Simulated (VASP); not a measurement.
PtSe2, 3 atoms in the cell. Symmetry: P-3m1, No. 164, trigonal system. Conventional cell: a = 3.728 Å, b = 3.728 Å, c = 5.031 Å, α = 90.00°, β = 90.00°, γ = 120.00°. Pt (site symmetry -3m) has 6 Se at 2.52 Å within 3.3 Å. Se (site symmetry 3m) has 3 Pt at 2.52 Å and 6 Se at 3.23 to 3.39 Å within 3.4 Å. 

```yaml
Program: VASP 6.6.1
Task: electric field gradients
Functional: LDA
Potentials_or_basis: VASP PAW LDA potentials, release 64 (Pt, Se)
Cutoff: 520 eV
k_mesh: 14 × 14 × 9
Occupations: fermi-dirac, width 0.05 eV
Spin: no spin polarisation
Dipole_correction: no
Further_INCAR_settings: ALGO = Normal; EDIFF = 1e-08; NBANDS = 18
```

Potentials or basis: VASP PAW LDA potentials, release 64 (Pt, Se).

The run is started by

```bash
$ cat potpaw_LDA.64/Pt/POTCAR potpaw_LDA.64/Se/POTCAR > POTCAR
$ mpirun -np 1 vasp_std > vasp.out
```

Hardware: 1 thread of Intel Xeon 8259CL, on a shared host.

Task: Estimate the wall time of this run.

Result: Wall time 4 min on 1 thread of Intel Xeon 8259CL, with other jobs on the host, peak memory 0.31 GiB. Counts: scf iterations 14, k points 184.
